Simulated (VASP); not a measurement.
A run of VASP 6.6.1:

File INCAR:

```
SYSTEM = Au
ALGO = Fast ; EDIFF = 1E-7
ENCUT = 520 ; GGA = PS
ISIF = 2 ; ISMEAR = -1
LASPH = .TRUE. ; LCHARG = .FALSE.
LREAL = .FALSE. ; LWAVE = .FALSE.
NBANDS = 18 ; NELM = 60
PREC = Accurate ; SIGMA = 0.05
```

File KPOINTS:

```
k-points
0
G
  11 11 6
  0 0 0
```

POSCAR

```
Au
1.0
    2.8238430860      0.0000000000      0.0000000000
   -1.4119215430      2.4455198487      0.0000000000
    0.0000000000      0.0000000000      4.6877422340
Au
2
Direct
    0.6666666667      0.3333333333      0.2500000000
    0.3333333333      0.6666666667      0.7500000000
```

Potentials or basis: VASP PAW PBE potentials, release 64 (Au).

The run is started by

```console
$ cat potpaw_PBE.64/Au/POTCAR > POTCAR
$ mpirun -np 1 vasp_std > vasp.out
```

Hardware: 1 thread of AMD EPYC 9R45 96-Core Processor (Zen 5), on a shared host.

Problem. Estimate the wall time of this run.

Solution. It took 25 s on 1 thread of AMD EPYC 9R45 96-Core Processor (Zen 5), on a shared host, peak memory 0.14 GiB. Counts: scf iterations 14, k points 64.
